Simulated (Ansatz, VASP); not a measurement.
Given: the input of a run of VASP 6.6.1 on In.

The input INCAR:

```
SYSTEM = In
PREC     = Accurate       ! precision mode
ENCUT    = 520            ! plane-wave cutoff, eV
EDIFF    = 1E-6           ! SCF threshold, eV
ISMEAR   = -1             ! smearing method
SIGMA    = 0.05           ! smearing width, eV
LREAL    = .FALSE.        ! projectors in reciprocal space
LASPH    = .TRUE.         ! aspherical terms in the spheres
NELM     = 100            ! most SCF steps
ALGO     = Normal         ! electronic algorithm
ISIF     = 2              ! what is computed and relaxed
LWAVE    = .FALSE.        ! write WAVECAR
LCHARG   = .FALSE.        ! write CHGCAR
GGA      = PS             ! functional
NBANDS   = 34             ! bands
```

The input KPOINTS:

```
regular mesh
0
G
  9 9 3
  0 0 0
```

The input POSCAR:

```
In
1.0
    3.4298183353      0.0000000000      0.0000000000
   -1.7149091677      2.9703098087      0.0000000000
    0.0000000000      0.0000000000     11.0115211223
In
4
Direct
    0.6666666667      0.3333333333      0.7500000000
    0.0000000000      0.0000000000      0.5000000000
    0.3333333333      0.6666666667      0.2500000000
    0.0000000000      0.0000000000      0.0000000000
```

Potentials or basis: VASP PAW PBE potentials, release 64 (In_d).

Command:

```console
$ cat potpaw_PBE.64/In_d/POTCAR > POTCAR
$ mpirun -np 1 vasp_std > vasp.out
```

Problem. Translate it to Ansatz 0.2.0. Potentials there: all-electron LAPW, scalar-relativistic.

Solution. As run (the cutoff follows the program's own potentials):

File input.yaml:

```yaml
crystal:
  lattice:
    - [3.4298183353, 0.0, 0.0]
    - [-1.7149091677, 2.9703098087, 0.0]
    - [0.0, 0.0, 11.0115211223]
  atoms:
    - { symbol: In, position: [0.6666666667, 0.3333333333, 0.75] }
    - { symbol: In, position: [0.0, 0.0, 0.5] }
    - { symbol: In, position: [0.3333333333, 0.6666666667, 0.25] }
    - { symbol: In, position: [0.0, 0.0, 0.0] }
kpoints:
  mp_grid: { grid: [9, 9, 3] }
scf:
  occupations: { method: fermi_dirac, width: 0.05 }
hamiltonian:
  xc: pbesol
  pseudopotentials: { kind: all_electron, lapw: { basis_error: 0.001 } }
output:
  forces: true
  stress: true
  eigenvalues: true
```

Potentials or basis: all-electron LAPW, scalar-relativistic.

Launch:

```sh
$ ansatz run input.yaml --threads 2 --pin off --max-ram 8192MiB --backend cpu --events-out ev --progress --plain --runs-dir out
```

Both were run:

|  | VASP | Ansatz | Ansatz less VASP |
| --- | --- | --- | --- |
| gap on the k mesh at the Fermi level (eV) | none | none | - |
| pressure (GPa) | -3.2 | -3.1 | +0.05 |
| traceless stress, the component that is largest in VASP (GPa) | 0.32 | 0.32 | -0.003 |

VASP's potentials were made for PBE, not for PBEsol. A gap of «none» marks a metal or a gap that the smearing closes. Ansatz ran all-electron here, and VASP with PAW potentials.
